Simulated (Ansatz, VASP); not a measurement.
# Hf: VASP beside Ansatz

```
Hf
1.0
    -1.80500    1.80500    1.80500
     1.80500   -1.80500    1.80500
     1.80500    1.80500   -1.80500
Hf
1
Direct
  0.00000 0.00000 0.00000
```

Alike in both runs: task relaxation of cell and atoms; functional RPBE; dispersion D4; k mesh 10 × 10 × 10; occupations fermi-dirac, width 0.05 eV; no spin polarisation.

```csv
,VASP,Ansatz
version,VASP 6.6.1,Ansatz 0.2.0
potentials or method,"VASP PAW PBE potentials, release 64 (Hf_pv)",Ansatz PAW
plane-wave cutoff (eV),600,420
valence electrons in the cell,10,26
```

```csv
,VASP,Ansatz,Ansatz less VASP
"gap on the k mesh at the Fermi level, each at its own relaxed structure (eV)",none,none,-
relaxed volume (Å³/atom),22.36,22.43,+0.076
relaxed cell length with the largest relative difference (Å),3.074,3.077,+0.0035
```

VASP's potentials were made for PBE, not for RPBE. A gap of «none» marks a metal or a gap that the smearing closes. VASP's potentials hold 10 valence electrons a cell and Ansatz's 26, so a difference there can come from the potentials and not from the codes.

Spin-orbit coupling is off throughout. Noted on Ansatz's run: the plane-wave basis is chosen anew once the cell has moved, so the energies of steps on either side of that aren't comparable.
